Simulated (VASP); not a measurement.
# Bi (Fd-3m) in VASP: further runs

Bi is run at these levels: PBE; tasks: single point.

Everything below comes from runs of VASP 6.6.1. Logs are shortened: lines on timing, memory, paths and dates and some standing lists are left out, and cuts for length are marked.

**1. The cell of the first run**

Symmetry: Fd-3m, No. 227, cubic system. Conventional cell: a = 5.370 Å, b = 5.370 Å, c = 5.370 Å, α = 90.00°, β = 90.00°, γ = 90.00°. Within 3.1 Å of Bi (site symmetry -43m) lie 4 Bi at 2.33 Å.

This isn't the form of Bi at room conditions, which is rhombohedral.

**2. Single point, PBE (19.36 Å³/atom)**

Contents of INCAR:

```
SYSTEM = Bi
ALGO     = Normal         ! electronic algorithm
EDIFF    = 1E-6           ! SCF threshold, eV
ENCUT    = 520            ! plane-wave cutoff, eV
GGA      = PE             ! functional
ISIF     = 2              ! what is computed and relaxed
ISMEAR   = -1             ! smearing method
LASPH    = .TRUE.         ! aspherical terms in the spheres
LCHARG   = .TRUE.         ! write CHGCAR
LELF     = .TRUE.         ! ELF
LREAL    = .FALSE.        ! projectors in reciprocal space
LVHAR    = .TRUE.       
LWAVE    = .FALSE.        ! write WAVECAR
NBANDS   = 22             ! bands
NELM     = 80             ! most SCF steps
PREC     = Accurate       ! precision mode
SIGMA    = 0.05           ! smearing width, eV
```

Contents of KPOINTS:

```
k-points
0
G
  11 11 11
  0 0 0
```

Contents of POSCAR:

```
Bi
1.0
    0.0000000000      2.6850995613      2.6850995613
    2.6850995613      0.0000000000      2.6850995613
    2.6850995613      2.6850995613      0.0000000000
Bi
2
Direct
   -0.1250000000     -0.1250000000     -0.1250000000
    0.1250000000      0.1250000000      0.1250000000
```

Potentials or basis: VASP PAW PBE potentials, release 64 (Bi_d).

Launch:

```bash
cat potpaw_PBE.64/Bi_d/POTCAR > POTCAR
mpirun -np 1 vasp_std > vasp.out
```

OUTCAR:

```text
SYSTEM = Bi
   EDIFF = 1E-6
   ENCUT = 520
   GGA = PE
   ISIF = 2
   ISMEAR = -1
   LASPH = .TRUE.
   LREAL = .FALSE.
   NELM = 80
   PREC = Accurate

 ion  position               nearest neighbor table
   1  0.875  0.875  0.875-   2 2.33   2 2.33   2 2.33   2 2.33
   2  0.125  0.125  0.125-   1 2.33   1 2.33   1 2.33   1 2.33

  LATTYP: Found a face centered cubic cell.
 ALAT       =     5.3701991226

  Lattice vectors:

 A1 = (   0.0000000000,   2.6850995613,   2.6850995613)
 A2 = (   2.6850995613,   0.0000000000,   2.6850995613)
 A3 = (   2.6850995613,   2.6850995613,   0.0000000000)

Analysis of symmetry for initial positions (statically):
=====================================================================
 Subroutine PRICEL returns:
 Original cell was already a primitive cell.

 Routine SETGRP: Setting up the symmetry group for a
 face centered cubic supercell.

 Subroutine GETGRP returns: Found 48 space group operations
 (whereof 12 operations were pure point group operations)
 out of a pool of 48 trial point group operations.

The static configuration has the point symmetry D_3d.
 The point group associated with its full space group is O_h .

Analysis of symmetry for dynamics (positions and initial velocities):
=====================================================================
 Subroutine PRICEL returns:
 Original cell was already a primitive cell.

 Routine SETGRP: Setting up the symmetry group for a
 face centered cubic supercell.

 Subroutine GETGRP returns: Found 48 space group operations
 (whereof 12 operations were pure point group operations)
 out of a pool of 48 trial point group operations.

The dynamic configuration has the point symmetry D_3d.
 The point group associated with its full space group is O_h .

 Subroutine INISYM returns: Found 48 space group operations
 (whereof 12 operations are pure point group operations),
 and found     1 'primitive' translations

----------------------------------------------------------------------------------------

                                     Primitive cell

  volume of cell :      38.7178

  direct lattice vectors                    reciprocal lattice vectors
     0.000000000  2.685099561  2.685099561    -0.186212834  0.186212834  0.186212834
     2.685099561  0.000000000  2.685099561     0.186212834 -0.186212834  0.186212834
     2.685099561  2.685099561  0.000000000     0.186212834  0.186212834 -0.186212834

  length of vectors
     3.797304216  3.797304216  3.797304216     0.322530090  0.322530090  0.322530090

  position of ions in fractional coordinates (direct lattice)
     0.875000000  0.875000000  0.875000000
     0.125000000  0.125000000  0.125000000

  ion indices of the primitive-cell ions
   primitive index   ion index
                 1           1
                 2           2

----------------------------------------------------------------------------------------

 KPOINTS: k-points

Automatic generation of k-mesh.
 Grid dimensions read from file:
 generate k-points for:   11   11   11

 Generating k-lattice:

  Cartesian coordinates                     Fractional coordinates (reciprocal lattice)
    -0.016928439  0.016928439  0.016928439     0.090909091  0.000000000  0.000000000
     0.016928439 -0.016928439  0.016928439     0.000000000  0.090909091  0.000000000
     0.016928439  0.016928439 -0.016928439     0.000000000  0.000000000  0.090909091

  Length of vectors
     0.029320917  0.029320917  0.029320917

  Shift w.r.t. Gamma in fractional coordinates (k-lattice)
     0.000000000  0.000000000  0.000000000

 Subroutine IBZKPT returns following result:
 ===========================================

 Found     56 irreducible k-points:

 Following reciprocal coordinates:
            Coordinates               Weight
  0.000000  0.000000  0.000000      1.000000
  0.090909  0.000000  0.000000      8.000000
  0.181818  0.000000  0.000000      8.000000
  0.272727  0.000000  0.000000      8.000000
  0.363636  0.000000  0.000000      8.000000
  0.454545  0.000000  0.000000      8.000000
[... 16 lines left out ...]
 -0.272727  0.181818  0.000000     24.000000
 -0.181818  0.181818  0.000000     12.000000
 [... further k-points ...]
   k-points           NKPTS =     56   k-points in BZ     NKDIM =     56   number of bands    NBANDS=     22
   number of dos      NEDOS =    301   number of ions     NIONS =      2
   total plane-waves  NPLWV =  21952
   dimension x,y,z NGX =    28 NGY =   28 NGZ =   28
   dimension x,y,z NGXF=    56 NGYF=   56 NGZF=   56
   ions per type =               2
   NGX,Y,Z   is equivalent  to a cutoff of  12.26, 12.26, 12.26 a.u.
   NGXF,Y,Z  is equivalent  to a cutoff of  24.52, 24.52, 24.52 a.u.
 SYSTEM =  Bi
   PREC   = accura    normal or accurate (medium, high low for compatibility)
   ISTART =      0    job   : 0-new  1-cont  2-samecut
   ICHARG =      2    charge: 1-file 2-atom 10-const
   ISPIN  =      1    spin polarized calculation?
   LNONCOLLINEAR =      F non collinear calculations
   LSORBIT =      F    spin-orbit coupling
   LASPH  =      T    aspherical Exc in radial PAW
   ENCUT  =  520.0 eV  38.22 Ry    6.18 a.u.   7.06  7.06  7.06*2*pi/ulx,y,z
   NELM   =     80;   NELMIN=  2; NELMDL= -5     # of ELM steps
   EDIFF  = 0.1E-05   stopping-criterion for ELM
   LREAL  =      F    real-space projection
   EDIFFG = 0.1E-04   stopping-criterion for IOM
   NSW    =      0    number of steps for IOM
   IBRION =     -1    ionic relax: 0-MD 1-quasi-New 2-CG
   NFREE  =      0    steps in history (QN), initial steepest desc. (CG)
   ISIF   =      2    stress and relaxation
   ISYM   =      2    0-nonsym 1-usesym 2-fastsym
   POTIM  = 0.5000    time-step for ionic-motion
   TEBEG  =    0.0;   TEEND  =   0.0 temperature during run
   PSTRESS=    0.0 pullay stress
   NELECT =      30.0000    total number of electrons
   NUPDOWN=      -1.0000    fix difference up-down
   EMIN   =  10.00;   EMAX   =-10.00  energy-range for DOS
   EFERMI =   0.00;   METHOD = LEGACY
   ISMEAR =    -1;   SIGMA  =   0.05  broadening in eV -4-tet -1-fermi 0-gaus
   EFERMI_NEDOS =   21; number of points for ismear=-14 and -15
   IALGO  =     38    algorithm
   IMIX   =      4    mixing-type and parameters
     AMIX     =   0.40;   BMIX     =  1.00
     AMIX_MAG =   1.60;   BMIX_MAG =  1.00
  volume/ion in A,a.u.               =      19.36       130.64
  Fermi-wavevector in a.u.,A,eV,Ry     =   1.503643  2.841474 30.762004  2.260944
  Thomas-Fermi vector in A             =   2.614727
   LORBIT       =      0    0 simple, 1 ext, 2 COOP (PROOUT), +10 PAW based schemes
   GGA     = PE    functional components
   LHFCALC =     F    Hartree Fock is set to
   AEXX    =    0.0000 exact exchange contribution
   IVDW    =     0    specifies the selected vdW correction
   LEPSILON=     F    determine dielectric tensor
   LRPA    =     F    only Hartree local field effects (RPA)
 non-spin polarized calculation
  energy-cutoff  :      520.00
  volume of cell :       38.72
 maximum number of plane-waves:      1054
   NGX = 15   NGY = 15   NGZ = 15

 number of electron      29.9999989 magnetization

 Free energy of the ion-electron system (eV)
  ---------------------------------------------------
  ext. energy  EPLUGINS =         0.00000000
  ---------------------------------------------------
  free energy    TOTEN  =         8.12603886 eV

  energy without entropy =        8.13074296  energy(sigma->0) =        8.12839091

 E-fermi :  16.6452     XC(G=0): -12.4805

 val. band max:       16.6153472677   @ k =  -0.2727   0.2727   0.0909
 cond. band min:      16.7051839630   @ k =   0.3636   0.2727   0.0909
 fundamental gap:      0.0898366954
 Fermi energy:        16.6451922060

 k-point     1 :       0.0000    0.0000    0.0000
  band No.  band energies     occupation
      1     -10.6865      2.00000
      2     -10.6865      2.00000
      3     -10.6865      2.00000
      4     -10.3927      2.00000
      5     -10.3927      2.00000
      6      -8.5973      2.00000
[... 14 lines left out ...]
     21      22.2499      0.00000
     22      22.2499      0.00000

 k-point     2 :       0.0909    0.0000    0.0000
  band No.  band energies     occupation
      1     -10.7286      2.00000
      2     -10.7286      2.00000
      3     -10.6831      2.00000
      4     -10.3324      2.00000
      5     -10.3324      2.00000
      6      -8.6399      2.00000
[... 14 lines left out ...]
     21      22.1233      0.00000
     22      22.1233      0.00000

 k-point     3 :       0.1818    0.0000    0.0000
  band No.  band energies     occupation
      1     -10.7953      2.00000
      2     -10.7953      2.00000
      3     -10.6743      2.00000
      4     -10.2205      2.00000
      5     -10.2205      2.00000
      6      -8.7480      2.00000
[... 14 lines left out ...]
     21      22.0447      0.00000
     22      23.1431      0.00000

 k-point     4 :       0.2727    0.0000    0.0000
  band No.  band energies     occupation
      1     -10.8418      2.00000
      2     -10.8418      2.00000
      3     -10.6629      2.00000
      4     -10.1251      2.00000
      5     -10.1251      2.00000
      6      -8.8794      2.00000
[... 14 lines left out ...]
     21      22.4418      0.00000
     22      26.0816      0.00000

 k-point     5 :       0.3636    0.0000    0.0000
  band No.  band energies     occupation
      1     -10.8635      2.00000
      2     -10.8635      2.00000
      3     -10.6523      2.00000
      4     -10.0714      2.00000
      5     -10.0714      2.00000
      6      -8.9925      2.00000
[... 14 lines left out ...]
     21      23.2667      0.00000
     22      28.9918      0.00000

 k-point     6 :       0.4545    0.0000    0.0000
  band No.  band energies     occupation
      1     -10.8697      2.00000
      2     -10.8697      2.00000
      3     -10.6459      2.00000
      4     -10.0531      2.00000
      5     -10.0531      2.00000
      6      -9.0571      2.00000
[... 14 lines left out ...]
     21      25.0178      0.00000
     22      29.0474      0.00000

 k-point     7 :       0.0909    0.0909    0.0000
  band No.  band energies     occupation
      1     -10.7471      2.00000
      2     -10.7091      2.00000
      3     -10.7091      2.00000
      4     -10.3507      2.00000
      5     -10.2718      2.00000
      6      -8.7916      2.00000
[... 324 lines left out ...]
      6      -9.4279      2.00000
[... 14 lines left out ...]
     21      25.6454      0.00000
     22      28.4703      0.00000

 k-point    21 :      -0.4545    0.1818    0.0000
  band No.  band energies     occupation
      1     -11.0311      2.00000
      2     -10.9150      2.00000
      3     -10.4807      2.00000
      4      -9.8775      2.00000
      5      -9.8594      2.00000
      6      -9.3712      2.00000
[... 14 lines left out ...]
     21      24.5401      0.00000
     22      28.8960      0.00000

 k-point    22 :      -0.3636    0.1818    0.0000
  band No.  band energies     occupation
      1     -11.0144      2.00000
      2     -10.9366      2.00000
      3     -10.4543      2.00000
      4      -9.9825      2.00000
      5      -9.8129      2.00000
      6      -9.2761      2.00000
[... 14 lines left out ...]
     21      24.1137      0.00000
     22      28.5978      0.00000

 k-point    23 :      -0.2727    0.1818    0.0000
  band No.  band energies     occupation
      1     -10.9593      2.00000
      2     -10.9395      2.00000
      3     -10.4964      2.00000
      4     -10.0776      2.00000
      5      -9.8406      2.00000
      6      -9.1577      2.00000
[... 14 lines left out ...]
     21      25.3215      0.00000
     22      26.7455      0.00000

 k-point    24 :      -0.1818    0.1818    0.0000
  band No.  band energies     occupation
      1     -10.9150      2.00000
      2     -10.8773      2.00000
      3     -10.5837      2.00000
      4     -10.1490      2.00000
      5      -9.9512      2.00000
      6      -9.0317      2.00000
[... 14 lines left out ...]
     21      24.9734      0.00000
     22      25.2605      0.00000

 [... further k-points ...]
[... 5 lines left out ...]
  --------------------------------------------------------------------------------------
  -------------------------------------------------------------------------------------
  Total       47.5831998     47.5831998     47.5831998      0.0000000      0.0000000      0.0000000
  in kB     1969.0332458   1969.0332458   1969.0332458      0.0000000      0.0000000      0.0000000
  external PRESSURE =    1969.0332458 kB  Pullay stress =       0.0000000 kB

 VOLUME and BASIS-vectors are now :
 -----------------------------------------------------------------------------
  energy-cutoff  :      520.00
  volume of cell :       38.72
      direct lattice vectors                 reciprocal lattice vectors
     0.000000000  2.685099561  2.685099561    -0.186212834  0.186212834  0.186212834
     2.685099561  0.000000000  2.685099561     0.186212834 -0.186212834  0.186212834
     2.685099561  2.685099561  0.000000000     0.186212834  0.186212834 -0.186212834

 POSITION                                       TOTAL-FORCE (eV/Angst)
 -----------------------------------------------------------------------------------
      4.69892      4.69892      4.69892         0.000000      0.000000      0.000000
      0.67127      0.67127      0.67127        -0.000000     -0.000000     -0.000000
 -----------------------------------------------------------------------------------
    total drift:                                0.000000     -0.000000     -0.000000

  FREE ENERGIE OF THE ION-ELECTRON SYSTEM (eV)
  ---------------------------------------------------
  free  energy   TOTEN  =         8.1260388592 eV

  energy  without entropy=        8.1307429607  energy(sigma->0) =        8.12839091
```

Run time: 54 s. Hardware: 1 thread of Intel Xeon 8259CL, shared host; peak memory 0.18 GiB.

Results:

| Item | Value |
| --- | --- |
| Free energy | 8.1260 eV |
| Pressure | 196.9 GPa |
| Band gap on the k mesh | zero (bands 15 and 16 overlap by 2.98 eV) |

Caveat: the cell stands under pressure; spin-orbit coupling is left out, which moves the levels of the heavy elements.

**3. Single point, PBE (19.36 Å³/atom)**

Contents of INCAR:

```
ALGO = Normal ; EDIFF = 1E-6
ENCUT = 520 ; GGA = PE
ISIF = 2 ; ISMEAR = -1
LASPH = True ; LCHARG = True
LELF = True ; LREAL = False
LVHAR = True ; LWAVE = False
NBANDS = 22 ; NELM = 100
PREC = Accurate ; SIGMA = 0.05
```

Contents of KPOINTS:

```
k-points
0
Gamma
  11 11 11
```

POSCAR is that of step 2.

Potentials or basis: VASP PAW PBE potentials, release 64 (Bi_d).

Launch:

```bash
cat potpaw_PBE.64/Bi_d/POTCAR > POTCAR
mpirun -np 1 vasp_std > vasp.out
```

It took 59 s on 1 thread of Intel Xeon 8259CL, shared host; peak memory 0.18 GiB.

It converged, with:

| Item | Value |
| --- | --- |
| Free energy | 8.1260 eV |
| Pressure | 196.9 GPa |
| Band gap on the k mesh | zero (bands 15 and 16 overlap by 2.98 eV) |

Levels at points of the mesh, in eV from the Fermi level:
| k point | band 13 | band 14 | band 15 | band 16 | band 17 | band 18 |
| --- | --- | --- | --- | --- | --- | --- |
| (0.00, 0.00, 0.00) | -2.02 | -2.02 | -2.02 | 0.15 | 0.15 | 0.15 |

Caveat: the cell stands under pressure; spin-orbit coupling is left out, which moves the levels of the heavy elements.

**4. Single point, PBE (21.78 Å³/atom)**

This run uses another cell than the first one, of 21.78 Å³/atom.

Contents of INCAR:

```
PREC = Accurate
ENCUT = 520
EDIFF = 1E-6
ISMEAR = -1
SIGMA = 0.05
LREAL = False
LASPH = True
NELM = 60
ALGO = Normal
ISIF = 2
LWAVE = False
LCHARG = False
GGA = PE
NBANDS = 22
```

Contents of KPOINTS:

```
regular mesh
0
Gamma
  11 11 11
```

Contents of POSCAR:

```
Bi
1.0
    0.0000000000      2.7926160804      2.7926160804
    2.7926160804      0.0000000000      2.7926160804
    2.7926160804      2.7926160804      0.0000000000
Bi
2
Direct
   -0.1250000000     -0.1250000000     -0.1250000000
    0.1250000000      0.1250000000      0.1250000000
```

Launch:

```bash
cat potpaw_PBE.64/Bi_d/POTCAR > POTCAR
mpirun -np 1 vasp_std > vasp.out
```

Run time: 67 s. Hardware: 1 thread of Intel Xeon 8259CL, shared host; peak memory 0.19 GiB.

The run converged. Its results:

```
Free energy            : 3.2342 eV
Pressure               : 131.7 GPa
Band gap on the k mesh : zero (bands 15 and 16 overlap by 2.56 eV)
```

Levels at points of the mesh, in eV from the Fermi level:
```
           k point  band 12  band 13  band 14  band 15  band 16  band 17  band 18  band 19
(0.00, 0.00, 0.00)    -3.55    -1.95    -1.95    -1.95     0.40     0.40     0.40     2.13
```

Caveat: the cell stands under pressure; spin-orbit coupling is left out, which moves the levels of the heavy elements.
